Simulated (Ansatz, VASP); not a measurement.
# Cr: VASP beside Ansatz

```
Cr
1.0
     0.00000    1.74871    1.74871
     1.74871    0.00000    1.74871
     1.74871    1.74871    0.00000
Cr
1
Direct
  0.00000 0.00000 0.00000
```

Alike in both runs: task single point; functional LDA; k mesh 25 × 25 × 25; occupations fermi-dirac, width 0.1 eV; no spin polarisation.

```csv
,VASP,Ansatz
version,VASP 6.6.1,Ansatz 0.2.0
potentials or method,"VASP PAW LDA potentials, release 64 (Cr_pv), cutoff 520 eV","plane waves (420 eV) with PAW, scalar-relativistic"
valence electrons in the cell,12,14
```

VASP gave:

* pressure (GPa): 12.4

Task: What did Ansatz give for the same quantities?

Result: Pressure (GPa): 12.2.

Ansatz warns that its potentials were made for another functional, while VASP's fit it. LDA's correlation is that of Perdew and Zunger in VASP and of Perdew and Wang (1992) in Ansatz. VASP's potentials hold 12 valence electrons a cell and Ansatz's 14, so a difference there can come from the potentials and not from the codes.
